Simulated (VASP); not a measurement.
Here is a VASP 6.6.1 calculation.

The input INCAR:

```
ALGO = Normal ; EDIFF = 1E-6
ENCUT = 520 ; GGA = PS
ISIF = 2 ; ISMEAR = 0
LASPH = T ; LCHARG = F
LREAL = F ; LWAVE = F
NBANDS = 32 ; NELM = 60
PREC = Accurate ; SIGMA = 0.05
```

The input KPOINTS:

```
k-points
0
Gamma
  4 4 4
```

POSCAR

```
Mg6O5
1.0
    5.5908553621      0.0000000000      0.0000000000
    0.0000000000      5.5908553621      0.0000000000
    0.0000000000      0.0000000000      5.5908553621
Mg O
6 5
Direct
    0.2500000000      0.0000000000      0.5000000000
    0.0000000000      0.5000000000      0.2500000000
    0.5000000000      0.7500000000      0.0000000000
    0.7500000000      0.0000000000      0.5000000000
    0.0000000000      0.5000000000      0.7500000000
    0.5000000000      0.2500000000      0.0000000000
    0.5000000000      0.0000000000      0.2500000000
    0.0000000000      0.7500000000      0.5000000000
    0.6875000000      0.4060966586      0.0000000000
    0.5000000000      0.0000000000      0.7500000000
    0.0000000000      0.2500000000      0.5000000000
```

Potentials or basis: VASP PAW PBE potentials, release 64 (Mg, O).

Launch:

```console
$ cat potpaw_PBE.64/Mg/POTCAR potpaw_PBE.64/O/POTCAR > POTCAR
$ mpirun -np 1 vasp_std > vasp.out
```

Problem. Estimate the band gap on the k mesh.

Solution. 0.92 eV.

Problem. Estimate the pressure.

Solution. 10.8 GPa.

Forces on the atoms (eV/Å):
```
Mg    0.098   0.008   0.000
Mg   -0.497  -0.464   0.012
Mg   -0.163  -0.193   0.000
Mg   -0.117   0.254   0.000
Mg   -0.497  -0.464  -0.012
Mg  -22.302 -19.329   0.000
O    -0.049  -0.594   0.084
O    -0.309  -0.196   0.000
O    23.825  21.421   0.000
O    -0.049  -0.594  -0.084
O     0.059   0.151   0.000
```

Caveat: the cell differs from its parent crystal (atoms taken out, atom 9 moved -0.125 of the way to it and -0.525 Å across, host rigid); atoms lie so close that the PAW spheres overlap strongly, which falsifies energies and pressures; the PAW data sets were made with another functional, which shifts forces and pressure a little.
